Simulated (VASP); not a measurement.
Crystal: SrAl2Br2.

```xyz
5
Lattice="2.2575 3.9100 0.0000 -2.2575 3.9100 0.0000 0.0000 0.0000 7.8427" Properties=species:S:1:pos:R:3 pbc="T T T"
Sr    0.0000    0.0000    0.0000
Br    0.0000    2.6067    2.1050
Br    0.0000    5.2133    5.7377
Al    0.0000    2.6067    5.0060
Al    0.0000    5.2133    2.8367
```

Base run:

| Property | Result |
| --- | --- |
| Program | VASP 6.6.1 |
| Functional | r2SCAN |
| Dispersion | D3(BJ) |
| Potentials or basis | VASP PAW PBE potentials, release 64 (Sr_sv, Br, Al) |
| Cutoff | 520 eV |
| k mesh | 5 × 5 × 3 |
| Occupations | gaussian, width 0.1049 eV |
| Spin | no spin polarisation |

Its results: band gap on the k mesh zero (band 15 reaches 5.32 eV, above the bottom of band 16 at 4.44 eV); pressure 6.3 GPa; largest force 2.241 eV/Å.

The run is repeated on the same cell with these changes: dispersion from D3(BJ) to none. What comes out?

Band gap on the k mesh zero (band 15 reaches 5.32 eV, above the bottom of band 16 at 4.44 eV); pressure 7.1 GPa; largest force 2.244 eV/Å.

Dispersion adds attraction, which lowers the pressure at fixed volume and, as a term added to the energy, leaves the levels alone.

Caveats: the PAW data sets were made with another functional, which shifts forces and pressure a little; pairwise dispersion overbinds metals, which lowers pressure and volume (some runs).
